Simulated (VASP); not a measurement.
Input of a VASP 6.6.1 run:

Contents of INCAR:

```
SYSTEM = B2O
ALGO = Normal ; EDIFF = 1E-6
ENCUT = 520 ; GGA = PE
ISIF = 2 ; ISMEAR = 0
IVDW = 12 ; LASPH = .True.
LCHARG = .False. ; LREAL = .False.
LWAVE = .False. ; NBANDS = 21
NELM = 100 ; PREC = Accurate
SIGMA = 0.15
```

File KPOINTS:

```
k-points
0
Gamma
  21 21 6
  0 0 0
```

POSCAR

```
B2O
1.0
    2.6436037743      0.0000000000      0.0000000000
   -1.3218018872      2.2894280261      0.0000000000
    0.0000000000      0.0000000000     10.0503266938
B O
4 2
Direct
    0.0000000000      0.0000000000      0.4099026039
    0.0000000000      0.0000000000      0.5900973961
    0.6666666667      0.3333333333      0.0293462865
    0.3333333333      0.6666666667      0.9706537135
    0.6666666667      0.3333333333      0.3525784977
    0.3333333333      0.6666666667      0.6474215023
```

Potentials or basis: VASP PAW PBE potentials, release 64 (B, O).

Run with:

```bash
$ cat potpaw_PBE.64/B/POTCAR potpaw_PBE.64/O/POTCAR > POTCAR
$ mpirun -np 1 vasp_std > vasp.out
```

(1) What does it give for the largest force?

(2) Predict the dispersion energy per atom.

## Answers

(1) 1.360 eV/Å.

(2) -0.120 eV.

Caveat: forces of over 1 eV/Å act on the atoms, so gaps and moduli don't describe the material at rest.
